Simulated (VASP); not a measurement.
Input of a VASP 6.6.1 run:

INCAR

```
ALGO = Normal
EDIFF = 1E-8
ENCUT = 520
GGA = PE
ISIF = 2
ISMEAR = -1
LASPH = T
LCHARG = F
LEFG = T
LREAL = F
LWAVE = F
NBANDS = 15
NELM = 80
PREC = Accurate
SIGMA = 0.05
```

KPOINTS

```
k-points
0
Gamma
  10 10 8
```

POSCAR

```
HfB2
1.0
    3.1400000000      0.0000000000      0.0000000000
   -1.5700000000      2.7193197679      0.0000000000
    0.0000000000      0.0000000000      3.4800000000
Hf B
1 2
Direct
    0.0000000000      0.0000000000      0.0000000000
    0.6666666667      0.3333333333      0.5000000000
    0.3333333333      0.6666666667      0.5000000000
```

Potentials or basis: VASP PAW PBE potentials, release 64 (Hf_pv, B).

Run with:

```bash
$ cat potpaw_PBE.64/Hf_pv/POTCAR potpaw_PBE.64/B/POTCAR > POTCAR
$ mpirun -np 1 vasp_std > vasp.out
```

(1) What does it give for the pressure?

(2) Estimate the band gap on the k mesh.

## Answers

(1) 1.0 GPa.

(2) zero (band 8 reaches 8.26 eV, above the bottom of band 9 at 7.43 eV).

Caveat: without QUAD_EFG the Cq values of the log hold for a quadrupole moment of 1 mb, not for the nuclei; spin-orbit coupling is left out, which moves the levels of the heavy elements.
